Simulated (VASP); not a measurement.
# Ni (Fm-3m) in VASP: a series of runs, part 2 of 2

VASP 6.6.1. Earlier steps stand in the parts before.

## Step 3: Single point, LDA, collinear spin, ferromagnetic start (volume scaled by 1.25)

File INCAR:

```
SYSTEM = Ni
PREC = Accurate ; ENCUT = 520
EDIFF = 1E-6 ; ISMEAR = -1
SIGMA = 0.1 ; LREAL = .False.
LASPH = .True. ; NELM = 150
ALGO = Normal ; ISIF = 2
LWAVE = .False. ; LCHARG = .False.
ISPIN = 2 ; MAGMOM = 1.5
LORBIT = 11 ; LMAXMIX = 4
NBANDS = 15
```

File KPOINTS:

```
regular mesh
0
Gamma
  16 16 16
  0 0 0
```

File POSCAR:

```
Ni
1.0
    0.0000000000      1.8979869428      1.8979869428
    1.8979869428      0.0000000000      1.8979869428
    1.8979869428      1.8979869428      0.0000000000
Ni
1
Direct
    0.0000000000      0.0000000000      0.0000000000
```

Potentials or basis: VASP PAW LDA potentials, release 64 (Ni).

Launch:

```sh
cat potpaw_LDA.64/Ni/POTCAR > POTCAR
mpirun -np 1 vasp_std > vasp.out
```

OUTCAR:

```text
SYSTEM = Ni
   PREC = Accurate
   ENCUT = 520
   EDIFF = 1E-6
   ISMEAR = -1
   LREAL = .False.
   LASPH = .True.
   NELM = 150
   ISIF = 2
   ISPIN = 2
   LORBIT = 11

 ion  position               nearest neighbor table
   1  0.000  0.000  0.000-

  LATTYP: Found a face centered cubic cell.
 ALAT       =     3.7959738856

  Lattice vectors:

 A1 = (   0.0000000000,   1.8979869428,   1.8979869428)
 A2 = (   1.8979869428,   0.0000000000,   1.8979869428)
 A3 = (   1.8979869428,   1.8979869428,   0.0000000000)
[... 1072 lines left out ...]
  -------------------------------------------------------------------------------------
  Total       -3.0714625     -3.0714625     -3.0714625      0.0000000     -0.0000000     -0.0000000
  in kB     -359.8704145   -359.8704145   -359.8704145      0.0000000     -0.0000000     -0.0000000
  external PRESSURE =    -359.8704145 kB  Pullay stress =       0.0000000 kB

 VOLUME and BASIS-vectors are now :
 -----------------------------------------------------------------------------
  energy-cutoff  :      520.00
  volume of cell :       13.67
      direct lattice vectors                 reciprocal lattice vectors
     0.000000000  1.897986943  1.897986943    -0.263437007  0.263437007  0.263437007
     1.897986943  0.000000000  1.897986943     0.263437007 -0.263437007  0.263437007
     1.897986943  1.897986943  0.000000000     0.263437007  0.263437007 -0.263437007

 POSITION                                       TOTAL-FORCE (eV/Angst)
 -----------------------------------------------------------------------------------
      0.00000      0.00000      0.00000         0.000000      0.000000      0.000000
 -----------------------------------------------------------------------------------
    total drift:                               -0.000000     -0.000000     -0.000000

  FREE ENERGIE OF THE ION-ELECTRON SYSTEM (eV)
  ---------------------------------------------------
  free  energy   TOTEN  =        -6.0497912833 eV

  energy  without entropy=       -5.9778797111  energy(sigma->0) =       -6.01383550

 total charge

# of ion       s       p       d       tot
------------------------------------------
    1        0.418   0.326   8.261   9.005

 magnetization (x)

# of ion       s       p       d       tot
------------------------------------------
    1       -0.005  -0.016   0.682   0.661
```

stdout:

```text
POSCAR found type information on POSCAR Ni
 POSCAR found :  1 types and       1 ions
 scaLAPACK will be used
 LDA part: xc-table for (Slater(with rela. corr.)+CA(PZ))
 , standard interpolation
 POSCAR, INCAR and KPOINTS ok, starting setup
 FFT: planning ... GRIDC
 FFT: planning ... GRID_SOFT
 FFT: planning ... GRID
 WAVECAR not read
 entering main loop
```

Wall time 51 s (1 thread of AMD EPYC 7R43 (Zen 3), shared host); peak memory 0.11 GiB.

What came out:

| Quantity | Value |
| --- | --- |
| Free energy | -6.0498 eV |
| Pressure | -36.0 GPa |
| Net moment | 0.64 μB per cell |
| Site moments | Ni +0.66 μB |
| Valence electrons inside the program's atomic spheres | Ni 9.01 |

## Step 4: Single point, LDA (volume scaled by 0.66)

File INCAR:

```
SYSTEM = Ni
PREC = Accurate
ENCUT = 520
EDIFF = 1E-6
ISMEAR = -1
SIGMA = 0.1
LREAL = .False.
LASPH = .True.
NELM = 60
ALGO = Normal
ISIF = 2
LWAVE = .False.
LCHARG = .False.
GGA = CA
NBANDS = 11
```

File KPOINTS:

```
Automatic mesh
0
Gamma
  16 16 16
  0 0 0
```

File POSCAR:

```
Ni
1.0
    0.0000000000      1.5340441584      1.5340441584
    1.5340441584      0.0000000000      1.5340441584
    1.5340441584      1.5340441584      0.0000000000
Ni
1
Direct
    0.0000000000      0.0000000000      0.0000000000
```

Launch:

```sh
cat potpaw_LDA.64/Ni/POTCAR > POTCAR
mpirun -np 1 vasp_std > vasp.out
```

Wall time 7.4 s (1 thread of Intel Xeon Platinum 8259CL at 2.50GHz (Skylake/Cascade Lake), shared host); peak memory 0.11 GiB.

It converged, with:

```yaml
Free_energy: -5.4297 eV
Pressure: 182.5 GPa
Band_gap_on_the_k_mesh: zero (band 5 reaches 16.67 eV, above the bottom of band 6 at 14.87 eV)
```

Levels at points of the mesh, in eV from the Fermi level:
```csv
k point,band 2,band 3,band 4,band 5,band 6,band 7,band 8,band 9
"(0.00, 0.00, 0.00)",-3.47,-3.47,-3.47,-1.39,-1.39,26.98,34.23,34.23
"(0.50, 0.00, 0.00)",-3.58,-3.58,-0.92,-0.02,-0.02,9.68,25.32,32.51
"(0.50, 0.50, 0.00)",-6.83,-0.03,0.32,0.32,3.01,13.84,19.14,19.14
```

Caveat: the run has no spin polarisation, though such a crystal can be magnetic. Spin polarisation is off, so any magnetic state and its effect on volume and gap are missing.

## Step 5: Single point, LDA (volume scaled by 0.74)

File INCAR:

```
SYSTEM = Ni
  ALGO = Normal
  EDIFF = 1E-6
  ENCUT = 520
  GGA = CA
  ISIF = 2
  ISMEAR = -1
  LASPH = .True.
  LCHARG = .True.
  LELF = .True.
  LREAL = .False.
  LVHAR = .True.
  LWAVE = .False.
  NBANDS = 11
  NELM = 100
  PREC = Accurate
  SIGMA = 0.1
```

File KPOINTS:

```
k-points
0
Gamma
  16 16 16
  0 0 0
```

File POSCAR:

```
Ni
1.0
    0.0000000000      1.5936775541      1.5936775541
    1.5936775541      0.0000000000      1.5936775541
    1.5936775541      1.5936775541      0.0000000000
Ni
1
Direct
    0.0000000000      0.0000000000      0.0000000000
```

Launch:

```sh
cat potpaw_LDA.64/Ni/POTCAR > POTCAR
mpirun -np 1 vasp_std > vasp.out
```

Run time: 12 s. Hardware: 1 thread of Intel Xeon Platinum 8259CL at 2.50GHz (Skylake/Cascade Lake), shared host; peak memory 0.12 GiB.

It converged, with:

```
Free energy            : -6.1511 eV
Pressure               : 90.1 GPa
Band gap on the k mesh : zero (band 5 reaches 14.18 eV, above the bottom of band 6 at 12.67 eV)
```

Levels at points of the mesh, in eV from the Fermi level:
```csv
k point,band 1,band 2,band 3,band 4,band 5,band 6,band 7,band 8,band 9,band 10
"(0.00, 0.00, 0.00)",-11.12,-2.93,-2.93,-2.93,-1.17,-1.17,26.21,32.45,32.45,32.45
"(0.50, 0.00, 0.00)",-6.49,-3.00,-3.00,-0.70,-0.02,-0.02,8.50,24.59,30.22,30.22
"(0.50, 0.50, 0.00)",-6.58,-5.77,-0.03,0.26,0.26,2.84,12.50,17.88,17.88,24.23
```

Caveat: the run has no spin polarisation, though such a crystal can be magnetic.

## Step 6: Overview

| spin | cell | gap on the mesh (eV) | pressure (GPa) |
| --- | --- | --- | --- |
| collinear, ferromagnetic start | a = 2.684 Å, angles 60.0°, 1 atom | none | -36.0 |
| off | a = 2.169 Å, angles 60.0°, 1 atom | none | 182.5 |
| off | a = 2.254 Å, angles 60.0°, 1 atom | none | 90.1 |

Alike in all rows: task single point; level LDA; potentials or basis VASP PAW LDA potentials, release 64 (Ni); k mesh 16 × 16 × 16; cutoff (eV) 520; smearing fermi-dirac 0.1 eV.

Absolute energies hang on the potentials; compare differences alone.
